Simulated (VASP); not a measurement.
A run of VASP 6.6.1:

Contents of POSCAR:

```
SrO
1.0
    0.0000000000      2.5156530076      2.5156530076
    2.5156530076      0.0000000000      2.5156530076
    2.5156530076      2.5156530076      0.0000000000
Sr O
1 1
Direct
    0.0000000000      0.0000000000      0.0000000000
    0.5000000000      0.5000000000      0.5000000000
```

The input INCAR.step1:

```
SYSTEM = SrO
PREC = Accurate ; ENCUT = 520
ISMEAR = 0 ; SIGMA = 0.01
LREAL = .FALSE. ; LASPH = .TRUE.
NELM = 60 ; NBANDS = 15
GGA = PE ; ALGO = Normal
EDIFF = 1E-4 ; LWAVE = .TRUE.
LCHARG = .FALSE.
```

INCAR.step2

```
SYSTEM = SrO
PREC = Accurate ; ENCUT = 520
EDIFF = 1E-7 ; ISMEAR = 0
SIGMA = 0.01 ; LREAL = .FALSE.
LASPH = .TRUE. ; NELM = 60
ALGO = Normal ; ISIF = 2
LWAVE = .FALSE. ; LCHARG = .FALSE.
METAGGA = R2SCAN ; LMIXTAU = .TRUE.
NBANDS = 15 ; ISTART = 1
```

File KPOINTS:

```
regular mesh
0
G
  8 8 8
  0 0 0
```

Potentials or basis: VASP PAW PBE potentials, release 64 (Sr_sv, O).

The run is started by

```console
$ cat potpaw_PBE.64/Sr_sv/POTCAR potpaw_PBE.64/O/POTCAR > POTCAR
$ cp INCAR.step1 INCAR
$ mpirun -np 1 vasp_std > vasp.out
$ cp INCAR.step2 INCAR
$ mpirun -np 1 vasp_std > vasp.out
```

Hardware: 1 thread of AMD EPYC 9R45 96-Core Processor (Zen 5), on a shared host.

Q: Estimate the wall time of this run.

A: Wall time 52 s on 1 thread of AMD EPYC 9R45 96-Core Processor (Zen 5) (shared host), peak memory 0.14 GiB. Counts: k points 29.
